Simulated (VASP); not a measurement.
# LiNbO3: single point with PBE

The system is LiNbO3.

```
CELL_PARAMETERS angstrom
2.56890 1.48316 4.58956
-2.56890 1.48316 4.58956
0.00000 -2.96631 4.58956
ATOMIC_POSITIONS crystal
Li 0.75000 0.75000 0.75000
Li 0.25000 0.25000 0.25000
Nb 0.50000 0.50000 0.50000
Nb 0.00000 0.00000 0.00000
O 0.62416 0.87584 0.25000
O 0.25000 0.62416 0.87584
O 0.87584 0.25000 0.62416
O 0.75000 0.37584 0.12416
O 0.37584 0.12416 0.75000
O 0.12416 0.75000 0.37584
```

This cell differs from its parent crystal: z stretched by +2 %, then relaxed in part.

| Item | Value |
| --- | --- |
| Program | VASP 6.6.1 |
| Task | single point |
| Functional | PBE |
| Potentials or basis | VASP PAW PBE potentials, release 64 (Li_sv, Nb_sv, O) |
| Cutoff | 520 eV |
| k mesh | 7 × 7 × 7 |
| Occupations | fermi-dirac, width 0.02 eV |
| Spin | no spin polarisation |

The largest force is 0.027 eV/Å and the band gap on the k mesh is 2.60 eV (least direct gap 2.69 eV).

Forces on the atoms (eV/Å):
```
Li   0.000  0.000  0.000
Li   0.000  0.000  0.000
Nb   0.000  0.000  0.000
Nb   0.000  0.000  0.000
O    0.027  0.000  0.000
O   -0.014  0.024  0.000
O   -0.014 -0.024  0.000
O    0.014 -0.024  0.000
O   -0.027  0.000  0.000
O    0.014  0.024  0.000
```

Levels at points of the mesh, in eV from the valence-band top:
```csv
k point,band 32,band 33,band 34,band 35,band 36,band 37
"(0.00, 0.00, 0.00)",-0.16,-0.16,-0.05,2.64,2.64,2.85
```

Wall time 6.5 min on 1 thread of Intel(R) Xeon(R) Platinum 8375C CPU @ 2.90GHz (Ice Lake), with other jobs on the host, peak memory 0.35 GiB.

Caveat: the cell differs from its parent crystal (z stretched by +2 %, then relaxed in part). A k mesh can miss the band edges.
